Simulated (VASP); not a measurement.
## Re: single point with RPBE

The system is Re.

```
Re
1.0
     4.51006    0.00000    0.00000
    -2.25503    3.90583    0.00000
     0.00000    0.00000    2.82648
Re
3
Cartesian
  2.2550 3.9058 2.8265
  0.0000 2.6039 1.4132
  2.2550 1.3019 1.4132
```

This isn't the form of Re at room conditions, which is hcp.

```json
{
 "Program": "VASP 6.6.1",
 "Task": "single point",
 "Functional": "RPBE",
 "Potentials or basis": "VASP PAW PBE potentials, release 64 (Re)",
 "Cutoff": "520 eV",
 "k mesh": "9 × 9 × 13",
 "Occupations": "fermi-dirac, width 0.1 eV",
 "Spin": "no spin polarisation",
 "Dipole correction": "no",
 "Further INCAR settings": "ALGO = Normal; EDIFF = 1e-06; NBANDS = 18"
}
```

```yaml
Pressure: -22.8 GPa
Band_gap_on_the_k_mesh: zero (an odd number of electrons rules out a gap without spin polarisation)
```

Stress tensor (GPa, compression positive):
```
-23.57   0.00   0.00
  0.00 -23.57   0.00
  0.00   0.00 -21.12
```

Levels at points of the mesh, in eV from the Fermi level:
```
           k point  band 6  band 7  band 8  band 9  band 10  band 11  band 12  band 13  band 14  band 15
(0.00, 0.00, 0.00)   -2.51   -2.51   -1.66   -0.67    -0.67     0.07     0.07     0.11     0.11     3.65
```

Wall time 100 s on 1 thread of Intel Xeon 8259CL, on a shared host, peak memory 0.22 GiB.

Caveat: the cell stands under tension; the PAW data sets were made with another functional, which shifts forces and pressure a little; spin-orbit coupling is left out, which moves the levels of the heavy elements.
